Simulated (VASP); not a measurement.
Set up this calculation in VASP 6.6.1, as the native input.

```yaml
Task: single point
Functional: LDA
Potentials_or_basis: VASP PAW LDA potentials, release 64 (Al, Zn)
Cutoff: 520 eV
k_mesh: 18 × 18 × 8
Occupations: gaussian, width 0.15 eV
Spin: no spin polarisation
Dipole_correction: no
Further_INCAR_settings: ALGO = Fast; EDIFF = 1e-07; NBANDS = 16
```

The structure of Al2Zn lies in POSCAR:

```
Al2Zn
1.0
    2.9294711903      0.0000000000      0.0000000000
   -1.4647355951      2.5369964704      0.0000000000
    0.0000000000      0.0000000000      6.5913101781
Al Zn
2 1
Direct
    0.3333333333      0.6666666667      0.3282219152
    0.6666666667      0.3333333333      0.6717780848
    0.0000000000      0.0000000000      0.0000000000
```

This cell differs from its parent crystal: volume 16.329 Å^3 an atom, c/a of the conventional cell 2.2500.

These files were run (other wordings do the same):

INCAR

```
ALGO     = Fast           # electronic algorithm
EDIFF    = 1E-7           # SCF threshold, eV
ENCUT    = 520            # plane-wave cutoff, eV
ISIF     = 2              # what is computed and relaxed
ISMEAR   = 0              # smearing method
LASPH    = T              # aspherical terms in the spheres
LCHARG   = F              # write CHGCAR
LREAL    = F              # projectors in reciprocal space
LWAVE    = F              # write WAVECAR
NBANDS   = 16             # bands
NELM     = 100            # most SCF steps
PREC     = Accurate       # precision mode
SIGMA    = 0.15           # smearing width, eV
```

KPOINTS

```
k-points
0
Gamma
  18 18 8
```

Potentials or basis: VASP PAW LDA potentials, release 64 (Al, Zn).

Command:

```console
$ cat potpaw_LDA.64/Al/POTCAR potpaw_LDA.64/Zn/POTCAR > POTCAR
$ mpirun -np 1 vasp_std > vasp.out
```

It gave:

| Property | Result |
| --- | --- |
| Pressure | -5.1 GPa |
| Largest force | 0.017 eV/Å |
| Band gap on the k mesh | zero (band 9 reaches 9.27 eV, above the bottom of band 10 at 4.57 eV) |

Wall time 96 s on 1 thread of Intel(R) Xeon(R) 6975P-C (Granite Rapids), on a shared host, peak memory 0.31 GiB.
